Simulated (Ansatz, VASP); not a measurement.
# GdN in VASP and in Ansatz

```xyz
2
Lattice="0.0000 2.4928 2.4928 2.4928 0.0000 2.4928 2.4928 2.4928 0.0000" Properties=species:S:1:pos:R:3 pbc="T T T"
Gd    2.4928    2.4928    2.4928
N     0.0000    0.0000    0.0000
```

Alike in both runs: task single point; functional LDA; k mesh 12 × 12 × 12; occupations gaussian, width 0.05 eV; collinear spin.

|  | VASP | Ansatz |
| --- | --- | --- |
| version | VASP 6.6.1 | Ansatz 0.2.0 |
| potentials or method | VASP PAW PBE potentials, release 64 (Gd, N), cutoff 520 eV | scalar-relativistic, plane waves, PAW |
| valence electrons in the cell | 23 | 23 |

|  | VASP | Ansatz | Ansatz less VASP |
| --- | --- | --- | --- |
| gap on the k mesh at the Fermi level (eV) | none | none | - |
| pressure (GPa) | -8.9 | -9.5 | -0.55 |
| net moment per atom (μB) | 3.50 | 3.50 | 0.000 |
| size of the moment on the site where the two differ most (μB) | 6.81 | 6.85 | +0.044 |

VASP's potentials were made for PBE, not for LDA. LDA's correlation is that of Perdew and Zunger in VASP and of Perdew and Wang (1992) in Ansatz. Site moments also hang on the region over which each program counts them. A gap of «none» marks a metal or a gap that the smearing closes.

Spin-orbit coupling is off throughout.
